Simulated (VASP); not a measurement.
# B in VASP: further runs

Runs on B. Level: PBE. Tasks: single point.

All numbers are computed with VASP 6.6.1; they aren't measurements. Logs are shortened: lines on timing, memory, paths and dates and some standing lists are left out, and cuts for length are marked.

## 1. The cell of the first run

The structure is tetragonal, space group P4/mmm (No. 123). The conventional cell has a = 1.897 Å, b = 1.897 Å, c = 1.860 Å, α = 90.00°, β = 90.00°, γ = 90.00°. B (site symmetry 4/mmm) has 6 B at 1.86 to 1.90 Å within 2.5 Å.

The cell was built from a structure type or drawn by symmetry, and may not be a known phase.

## 2. Single point, PBE

Contents of INCAR:

```
SYSTEM = B
ALGO = Normal
EDIFF = 1E-6
ENCUT = 520
GGA = PE
ISIF = 2
ISMEAR = 0
LASPH = .TRUE.
LCHARG = .TRUE.
LELF = .TRUE.
LREAL = .FALSE.
LVHAR = .TRUE.
LWAVE = .FALSE.
NBANDS = 8
NELM = 80
PREC = Accurate
SIGMA = 0.1
```

Contents of KPOINTS:

```
k-points
0
G
  10 8 8
  0 0 0
```

Contents of POSCAR:

```
B
1.0
    1.8604778624      0.0000000000      0.0000000000
    0.0000000000      1.8970493577      0.0000000000
    0.0000000000      0.0000000000      1.8970853795
B
1
Direct
    0.5000000000      0.5000000000      0.5000000000
```

Potentials or basis: VASP PAW PBE potentials, release 64 (B).

Started as:

```
$ cat potpaw_PBE.64/B/POTCAR > POTCAR
$ mpirun -np 1 vasp_std > vasp.out
```

OUTCAR:

```text
SYSTEM = B
   EDIFF = 1E-6
   ENCUT = 520
   GGA = PE
   ISIF = 2
   ISMEAR = 0
   LASPH = .TRUE.
   LREAL = .FALSE.
   NELM = 80
   PREC = Accurate

 ion  position               nearest neighbor table
   1  0.500  0.500  0.500-

  LATTYP: Found a simple orthorhombic cell.
 ALAT       =     1.8604778624
 B/A-ratio  =     1.0196570441
 C/A-ratio  =     1.0196764056

  Lattice vectors:

 A1 = (   1.8604778624,   0.0000000000,   0.0000000000)
 A2 = (   0.0000000000,   1.8970493577,   0.0000000000)
 A3 = (   0.0000000000,   0.0000000000,   1.8970853795)

Analysis of symmetry for initial positions (statically):
=====================================================================
 Subroutine PRICEL returns:
 Original cell was already a primitive cell.

 Routine SETGRP: Setting up the symmetry group for a
 simple orthorhombic supercell.

 Subroutine GETGRP returns: Found  8 space group operations
 (whereof  8 operations were pure point group operations)
 out of a pool of  8 trial point group operations.

The static configuration has the point symmetry D_2h.

Analysis of symmetry for dynamics (positions and initial velocities):
=====================================================================
 Subroutine PRICEL returns:
 Original cell was already a primitive cell.

 Routine SETGRP: Setting up the symmetry group for a
 simple orthorhombic supercell.

 Subroutine GETGRP returns: Found  8 space group operations
 (whereof  8 operations were pure point group operations)
 out of a pool of  8 trial point group operations.

The dynamic configuration has the point symmetry D_2h.

 Subroutine INISYM returns: Found  8 space group operations
 (whereof  8 operations are pure point group operations),
 and found     1 'primitive' translations

----------------------------------------------------------------------------------------

                                     Primitive cell

  volume of cell :       6.6956

  direct lattice vectors                    reciprocal lattice vectors
     1.860477862  0.000000000  0.000000000     0.537496318  0.000000000  0.000000000
     0.000000000  1.897049358  0.000000000     0.000000000  0.527134413  0.000000000
     0.000000000  0.000000000  1.897085380     0.000000000  0.000000000  0.527124404

  length of vectors
     1.860477862  1.897049358  1.897085380     0.537496318  0.527134413  0.527124404

  position of ions in fractional coordinates (direct lattice)
     0.500000000  0.500000000  0.500000000

  ion indices of the primitive-cell ions
   primitive index   ion index
                 1           1

----------------------------------------------------------------------------------------

 KPOINTS: k-points

Automatic generation of k-mesh.
 Grid dimensions read from file:
 generate k-points for:   10    8    8

 Generating k-lattice:

  Cartesian coordinates                     Fractional coordinates (reciprocal lattice)
     0.053749632  0.000000000  0.000000000     0.100000000  0.000000000  0.000000000
     0.000000000  0.065891802  0.000000000     0.000000000  0.125000000  0.000000000
     0.000000000  0.000000000  0.065890550     0.000000000  0.000000000  0.125000000

  Length of vectors
     0.053749632  0.065891802  0.065890550

  Shift w.r.t. Gamma in fractional coordinates (k-lattice)
     0.000000000  0.000000000  0.000000000

 Subroutine IBZKPT returns following result:
 ===========================================

 Found    150 irreducible k-points:

 Following reciprocal coordinates:
            Coordinates               Weight
  0.000000  0.000000  0.000000      1.000000
  0.100000  0.000000  0.000000      2.000000
  0.200000  0.000000  0.000000      2.000000
  0.300000  0.000000  0.000000      2.000000
  0.400000  0.000000  0.000000      2.000000
  0.500000  0.000000  0.000000      1.000000
[... 16 lines left out ...]
  0.400000  0.375000  0.000000      4.000000
  0.500000  0.375000  0.000000      2.000000
 [... further k-points ...]
   k-points           NKPTS =    150   k-points in BZ     NKDIM =    150   number of bands    NBANDS=      8
   number of dos      NEDOS =    301   number of ions     NIONS =      1
   total plane-waves  NPLWV =   2744
   dimension x,y,z NGX =    14 NGY =   14 NGZ =   14
   dimension x,y,z NGXF=    28 NGYF=   28 NGZF=   28
   ions per type =               1
   NGX,Y,Z   is equivalent  to a cutoff of  12.51, 12.27, 12.27 a.u.
   NGXF,Y,Z  is equivalent  to a cutoff of  25.02, 24.54, 24.54 a.u.
 SYSTEM =  B
   PREC   = accura    normal or accurate (medium, high low for compatibility)
   ISTART =      0    job   : 0-new  1-cont  2-samecut
   ICHARG =      2    charge: 1-file 2-atom 10-const
   ISPIN  =      1    spin polarized calculation?
   LNONCOLLINEAR =      F non collinear calculations
   LSORBIT =      F    spin-orbit coupling
   LASPH  =      T    aspherical Exc in radial PAW
   ENCUT  =  520.0 eV  38.22 Ry    6.18 a.u.   3.46  3.53  3.53*2*pi/ulx,y,z
   NELM   =     80;   NELMIN=  2; NELMDL= -5     # of ELM steps
   EDIFF  = 0.1E-05   stopping-criterion for ELM
   LREAL  =      F    real-space projection
   EDIFFG = 0.1E-04   stopping-criterion for IOM
   NSW    =      0    number of steps for IOM
   IBRION =     -1    ionic relax: 0-MD 1-quasi-New 2-CG
   NFREE  =      0    steps in history (QN), initial steepest desc. (CG)
   ISIF   =      2    stress and relaxation
   ISYM   =      2    0-nonsym 1-usesym 2-fastsym
   POTIM  = 0.5000    time-step for ionic-motion
   TEBEG  =    0.0;   TEEND  =   0.0 temperature during run
   PSTRESS=    0.0 pullay stress
   NELECT =       3.0000    total number of electrons
   NUPDOWN=      -1.0000    fix difference up-down
   EMIN   =  10.00;   EMAX   =-10.00  energy-range for DOS
   EFERMI =   0.00;   METHOD = LEGACY
   ISMEAR =     0;   SIGMA  =   0.10  broadening in eV -4-tet -1-fermi 0-gaus
   EFERMI_NEDOS =   21; number of points for ismear=-14 and -15
   IALGO  =     38    algorithm
   IMIX   =      4    mixing-type and parameters
     AMIX     =   0.40;   BMIX     =  1.00
     AMIX_MAG =   1.60;   BMIX_MAG =  1.00
  volume/ion in A,a.u.               =       6.70        45.18
  Fermi-wavevector in a.u.,A,eV,Ry     =   1.252714  2.367286 21.351517  1.569292
  Thomas-Fermi vector in A             =   2.386601
   LORBIT       =      0    0 simple, 1 ext, 2 COOP (PROOUT), +10 PAW based schemes
   GGA     = PE    functional components
   LHFCALC =     F    Hartree Fock is set to
   AEXX    =    0.0000 exact exchange contribution
   IVDW    =     0    specifies the selected vdW correction
   LEPSILON=     F    determine dielectric tensor
   LRPA    =     F    only Hartree local field effects (RPA)
 non-spin polarized calculation
 Gauss-broadening in eV      SIGMA  =   0.10
  energy-cutoff  :      520.00
  volume of cell :        6.70
 maximum number of plane-waves:       190
 NGX is ok and might be reduce to    14
   NGX =  7   NGY =  7   NGZ =  7

 number of electron       3.0000000 magnetization

 Free energy of the ion-electron system (eV)
  ---------------------------------------------------
  ext. energy  EPLUGINS =         0.00000000
  ---------------------------------------------------
  free energy    TOTEN  =        -5.62114021 eV

  energy without entropy =       -5.62048468  energy(sigma->0) =       -5.62081244

 E-fermi :   6.7881     XC(G=0): -12.3835

 val. band max:        6.6331651084   @ k =   0.4000   0.3750   0.1250
 cond. band min:       6.8914844766   @ k =   0.3000   0.1250   0.3750
 fundamental gap:      0.2583193682
 Fermi energy:         6.7881330388

 k-point     1 :       0.0000    0.0000    0.0000
  band No.  band energies     occupation
      1      -8.7580      2.00000
      2      20.2580      0.00000
      3      20.2591      0.00000
      4      21.4202      0.00000
      5      30.6545      0.00000
      6      31.4478      0.00000
      7      40.2332      0.00000
      8      60.1068      0.00000

 k-point     2 :       0.1000    0.0000    0.0000
  band No.  band energies     occupation
      1      -8.4103      2.00000
      2      18.3378      0.00000
      3      20.5562      0.00000
      4      20.5573      0.00000
      5      31.0645      0.00000
      6      34.6780      0.00000
      7      40.2316      0.00000
      8      57.7930      0.00000

 k-point     3 :       0.2000    0.0000    0.0000
  band No.  band energies     occupation
      1      -7.3703      2.00000
      2      13.2370      0.00000
      3      21.4044      0.00000
      4      21.4055      0.00000
      5      32.2810      0.00000
      6      37.8532      0.00000
      7      42.3747      0.00000
      8      52.8033      0.00000

 k-point     4 :       0.3000    0.0000    0.0000
  band No.  band energies     occupation
      1      -5.6504      2.00000
      2       8.3197      0.00000
      3      22.6333      0.00000
      4      22.6344      0.00000
      5      34.2463      0.00000
      6      37.5318      0.00000
      7      47.0616      0.00000
      8      47.9373      0.00000

 k-point     5 :       0.4000    0.0000    0.0000
  band No.  band energies     occupation
      1      -3.3027      2.00000
      2       3.9980      2.00000
      3      23.8513      0.00000
      4      23.8523      0.00000
      5      36.7141      0.00000
      6      36.9246      0.00000
      7      44.4079      0.00000
      8      44.4093      0.00000

 k-point     6 :       0.5000    0.0000    0.0000
  band No.  band energies     occupation
      1      -1.1609      2.00000
      2       1.1920      2.00000
      3      24.3970      0.00000
      4      24.3980      0.00000
      5      36.6784      0.00000
      6      38.3145      0.00000
      7      43.0774      0.00000
      8      43.0789      0.00000

 k-point     7 :       0.0000    0.1250    0.0000
  band No.  band energies     occupation
      1      -8.2326      2.00000
      2      16.1687      0.00000
      3      20.6890      0.00000
      4      21.8421      0.00000
      5      31.8114      0.00000
      6      35.5847      0.00000
      7      39.9283      0.00000
      8      56.1098      0.00000
[... 133 lines left out ...]
 k-point    20 :       0.1000    0.3750    0.0000
  band No.  band energies     occupation
      1      -3.7292      2.00000
      2       4.7434      2.00000
      3      22.2287      0.00000
      4      23.5920      0.00000
      5      35.0875      0.00000
      6      38.3259      0.00000
      7      44.6948      0.00000
      8      45.2193      0.00000

 k-point    21 :       0.2000    0.3750    0.0000
  band No.  band energies     occupation
      1      -2.6957      2.00000
      2       5.5029      2.00000
      3      18.2280      0.00000
      4      24.3538      0.00000
      5      29.7885      0.00000
      6      40.9589      0.00000
      7      46.3496      0.00000
      8      46.5630      0.00000

 k-point    22 :       0.3000    0.3750    0.0000
  band No.  band energies     occupation
      1      -1.0171      2.00000
      2       6.3978      2.00000
      3      14.6008      0.00000
      4      24.5002      0.00000
      5      25.4329      0.00000
      6      42.8994      0.00000
      7      47.9786      0.00000
      8      48.0433      0.00000

 k-point    23 :       0.4000    0.3750    0.0000
  band No.  band energies     occupation
      1       1.2135      2.00000
      2       6.1141      2.00000
      3      13.0098      0.00000
      4      20.1671      0.00000
      5      26.4641      0.00000
      6      44.6118      0.00000
      7      47.7679      0.00000
      8      48.9621      0.00000

 k-point    24 :       0.5000    0.3750    0.0000
  band No.  band energies     occupation
      1       3.4095      2.00000
      2       4.2971      2.00000
      3      13.4118      0.00000
      4      18.0421      0.00000
      5      26.9104      0.00000
      6      45.5049      0.00000
      7      47.4120      0.00000
      8      48.3045      0.00000

 [... further k-points ...]

------------------------ aborting loop because EDIFF is reached ----------------------------------------

  FORCE on cell =-STRESS in cart. coord.  units (eV):
  Direction    XX          YY          ZZ          XY          YZ          ZX
  --------------------------------------------------------------------------------------
  -------------------------------------------------------------------------------------
  Total        0.0022350      0.0027946      0.0022810      0.0000000      0.0000000      0.0000000
  in kB        0.5348089      0.6687182      0.5458136      0.0000000      0.0000000      0.0000000
  external PRESSURE =       0.5831135 kB  Pullay stress =       0.0000000 kB

 VOLUME and BASIS-vectors are now :
 -----------------------------------------------------------------------------
  energy-cutoff  :      520.00
  volume of cell :        6.70
      direct lattice vectors                 reciprocal lattice vectors
     1.860477862  0.000000000  0.000000000     0.537496318  0.000000000  0.000000000
     0.000000000  1.897049358  0.000000000     0.000000000  0.527134413  0.000000000
     0.000000000  0.000000000  1.897085380     0.000000000  0.000000000  0.527124404

 POSITION                                       TOTAL-FORCE (eV/Angst)
 -----------------------------------------------------------------------------------
      0.93024      0.94852      0.94854         0.000000      0.000000      0.000000
 -----------------------------------------------------------------------------------
    total drift:                                0.000000      0.000000      0.000000

  FREE ENERGIE OF THE ION-ELECTRON SYSTEM (eV)
  ---------------------------------------------------
  free  energy   TOTEN  =        -5.6211402106 eV

  energy  without entropy=       -5.6204846757  energy(sigma->0) =       -5.62081244
```

It took 1.7 s on 1 thread of Intel Xeon 6975P-C (Granite Rapids), shared host; peak memory 0.1 GiB.

Results:

```
Free energy            : -5.6211 eV
Pressure               : 0.1 GPa
Band gap on the k mesh : zero (an odd number of electrons rules out a gap without spin polarisation)
```

Caveat: the k points lie up to 0.41 Å⁻¹ apart, too coarse for converged energies and pressures of a metal.

[end of part 1 of 2]
